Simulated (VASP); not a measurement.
TiAl3, 4 atoms in the cell. The structure is orthorhombic, space group Pmm2 (No. 25). Conventional cell: a = 2.840 Å, b = 4.681 Å, c = 4.901 Å, α = 90.00°, β = 90.00°, γ = 90.00°. Within 3.7 Å of Ti (site symmetry mm2) lie 10 Al at 2.83 to 2.85 Å and 2 Ti at 2.84 Å. Al (site symmetry mm2) has 4 Ti at 2.83 to 2.84 Å and 8 Al at 2.84 to 2.86 Å within 3.7 Å. Al (site symmetry mm2) has 8 Al at 2.81 to 2.86 Å and 4 Ti at 2.85 Å within 3.7 Å. Within 3.7 Å of Al (site symmetry mm2) lie 10 Al at 2.81 to 2.86 Å and 2 Ti at 2.85 Å. 

```yaml
Program: VASP 6.6.1
Task: single point
Functional: r2SCAN
Potentials_or_basis: VASP PAW PBE potentials, release 64 (Ti_sv, Al)
Cutoff: 520 eV
k_mesh: 2 × 2 × 2
Occupations: gaussian, width 0.1 eV
Spin: no spin polarisation
Dipole_correction: no
Further_INCAR_settings: ALGO = Normal; EDIFF = 1e-06; NBANDS = 18
```

Potentials or basis: VASP PAW PBE potentials, release 64 (Ti_sv, Al).

The run is started by

```sh
$ cat potpaw_PBE.64/Ti_sv/POTCAR potpaw_PBE.64/Al/POTCAR > POTCAR
$ cp INCAR.step1 INCAR
$ mpirun -np 1 vasp_std > vasp.out
$ cp INCAR.step2 INCAR
$ mpirun -np 1 vasp_std > vasp.out
```

Hardware: 1 thread of Intel(R) Xeon(R) Platinum 8259CL CPU @ 2.50GHz (Skylake/Cascade Lake), with other jobs on the host.

**Question.** How long does it take, and how much memory?

**Answer.** Run time: 50 s on 1 thread of Intel(R) Xeon(R) Platinum 8259CL CPU @ 2.50GHz (Skylake/Cascade Lake), with other jobs on the host, peak memory 0.17 GiB. Counts: k points 8.
